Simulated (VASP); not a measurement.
Input of a VASP 6.6.1 run:

Contents of INCAR:

```
SYSTEM = Ca8CO
PREC = Accurate
ENCUT = 520
EDIFF = 1E-6
ISMEAR = 0
SIGMA = 0.1
LREAL = .False.
LASPH = .True.
NELM = 80
ALGO = Normal
ISIF = 2
LWAVE = .False.
LCHARG = .False.
LDIPOL = .True.
IDIPOL = 3
DIPOL = 0.5 0.5 0.287
GGA = PE
NBANDS = 56
```

The input KPOINTS:

```
regular mesh
0
Gamma
  4 4 1
  0 0 0
```

Contents of POSCAR:

```
Ca8CO
1.0
    7.8132359319      0.0000000000      0.0000000000
    0.0000000000      7.8132359319      0.0000000000
    0.0000000000      0.0000000000     20.6093934330
Ca C O
8 1 1
Direct
    0.2500000000      0.2500000000      0.1940862555
    0.2500000000      0.7500000000      0.1940862555
    0.7500000000      0.2500000000      0.1940862555
    0.7500000000      0.7500000000      0.1940862555
    0.0000000000      0.0000000000      0.3206981057
    0.0000000000      0.5000000000      0.3206981057
    0.5000000000      0.0000000000      0.3206981057
    0.5000000000      0.5000000000      0.3206981057
    0.1494654703      0.7500000000      0.4060960581
    0.3505345297      0.7500000000      0.4060960581
```

Potentials or basis: VASP PAW PBE potentials, release 64 (Ca_sv, C, O).

Launch:

```bash
$ cat potpaw_PBE.64/Ca_sv/POTCAR potpaw_PBE.64/C/POTCAR potpaw_PBE.64/O/POTCAR > POTCAR
$ mpirun -np 1 vasp_std > vasp.out
```

Q: Estimate the band gap on the k mesh.

A: Zero (filled and empty bands overlap).

Q: Predict the largest force.

A: 6.185 eV/Å.

Forces in eV/Å, atoms in the order of the input:
```
Ca   0.009  0.000 -0.077
Ca  -0.036  0.000 -0.151
Ca  -0.007  0.000 -0.029
Ca   0.015  0.000 -0.115
Ca   0.170 -0.402  0.491
Ca   0.170  0.402  0.491
Ca  -0.473 -0.534  0.629
Ca  -0.473  0.534  0.629
C    6.053  0.000 -1.269
O   -5.429  0.000 -0.599
```
